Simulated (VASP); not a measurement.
Mg, 1 atom in the cell. It takes space group Pm-3m (No. 221, cubic). Conventional cell: a = 3.003 Å, b = 3.003 Å, c = 3.003 Å, α = 90.00°, β = 90.00°, γ = 90.00°. Within 4.0 Å of Mg (site symmetry m-3m) lie 6 Mg at 3.00 Å. 

```yaml
Program: VASP 6.6.1
Task: single point
Functional: PBEsol
Potentials_or_basis: VASP PAW PBE potentials, release 64 (Mg)
Cutoff: 520 eV
k_mesh: 11 × 11 × 11
Occupations: fermi-dirac, width 0.136057 eV
Spin: no spin polarisation
Dipole_correction: no
Further_INCAR_settings: ALGO = Normal; EDIFF = 1e-06; NBANDS = 7
```

Potentials or basis: VASP PAW PBE potentials, release 64 (Mg).

Run with:

```console
$ cat potpaw_PBE.64/Mg/POTCAR > POTCAR
$ mpirun -np 1 vasp_std > vasp.out
```

Hardware: 1 thread of Intel Xeon 8259CL (shared host).

Task: How long does it take, and how much memory?

Result: It took 6.3 s on 1 thread of Intel Xeon 8259CL, on a shared host, peak memory 0.14 GiB. Counts: scf iterations 9, k points 56.
